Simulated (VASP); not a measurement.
Here is a VASP 6.6.1 calculation.

File INCAR:

```
SYSTEM = Y3C2
  ALGO = Normal
  EDIFF = 1E-6
  EDIFFG = -0.04
  ENCUT = 600
  GGA = PE
  IBRION = 2
  ISIF = 3
  ISMEAR = 0
  LASPH = .True.
  LCHARG = .False.
  LREAL = .False.
  LWAVE = .False.
  NELM = 100
  NSW = 90
  PREC = Accurate
  SIGMA = 0.1
```

The input KPOINTS:

```
k-points
0
Gamma
  4 4 6
  0 0 0
```

File POSCAR:

```
Y3C2
1.0
    2.7534778894     -5.7420579966      0.0000000000
    2.7534778894      5.7420579966      0.0000000000
    0.0000000000      0.0000000000      3.2890236310
Y C
3 2
Direct
    0.0000000000      0.0000000000      0.5000000000
    0.6524526970      0.3475473030      0.5000000000
    0.3475473030      0.6524526970      0.5000000000
    0.6308583062      0.6308583062      0.0000000000
    0.3691416938      0.3691416938      0.0000000000
```

Potentials or basis: VASP PAW PBE potentials, release 64 (Y_sv, C).

Launch:

```bash
$ cat potpaw_PBE.64/Y_sv/POTCAR potpaw_PBE.64/C/POTCAR > POTCAR
$ mpirun -np 1 vasp_std > vasp.out
```

Question: What does it give for the relaxed volume?

Answer: 20.78 Å³/atom.

Question: Predict the relaxed cell.

Answer: a = 6.367 Å, b = 6.367 Å, c = 3.297 Å, α = 90.00°, β = 90.00°, γ = 129.00°.

The path:
```tsv
step	energy change (eV)	largest force (eV/Å)	pressure (GPa)	volume (Å³)
1	0.0000	0.1075	-0.06	104.00
2	-0.0021	0.0314	-0.06	103.89
```
